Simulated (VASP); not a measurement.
A run of VASP 6.6.1 is set up as follows.

The input INCAR:

```
SYSTEM = HfB2
ALGO = Normal
EDIFF = 1E-6
ENCUT = 520
GGA = PS
ISIF = 2
ISMEAR = 1
LASPH = .True.
LCHARG = .True.
LELF = .True.
LREAL = .False.
LVHAR = .True.
LWAVE = .False.
NBANDS = 15
NELM = 80
PREC = Accurate
SIGMA = 0.1
```

File KPOINTS:

```
k-points
0
Gamma
  11 11 8
  0 0 0
```

File POSCAR:

```
HfB2
1.0
    3.1504319703      0.0000000000      0.0000000000
   -1.5752159852      2.7283541213      0.0000000000
    0.0000000000      0.0000000000      3.4915615467
Hf B
1 2
Direct
    0.0000000000      0.0000000000      0.0000000000
    0.3333333333      0.6666666667      0.5000000000
    0.6666666667      0.3333333333      0.5000000000
```

Potentials or basis: VASP PAW PBE potentials, release 64 (Hf_pv, B).

Command:

```console
$ cat potpaw_PBE.64/Hf_pv/POTCAR potpaw_PBE.64/B/POTCAR > POTCAR
$ mpirun -np 1 vasp_std > vasp.out
```

**Question.** Predict the pressure.

**Answer.** -6.9 GPa.

**Question.** What does it give for the band gap on the k mesh?

**Answer.** Zero (band 8 reaches 8.03 eV, above the bottom of band 9 at 6.96 eV).

Stress tensor (GPa, compression positive):
```
-6.64  0.00  0.00
 0.00 -6.64  0.00
 0.00  0.00 -7.50
```

Caveat: the PAW data sets were made with another functional, which shifts forces and pressure a little; spin-orbit coupling is left out, which moves the levels of the heavy elements.
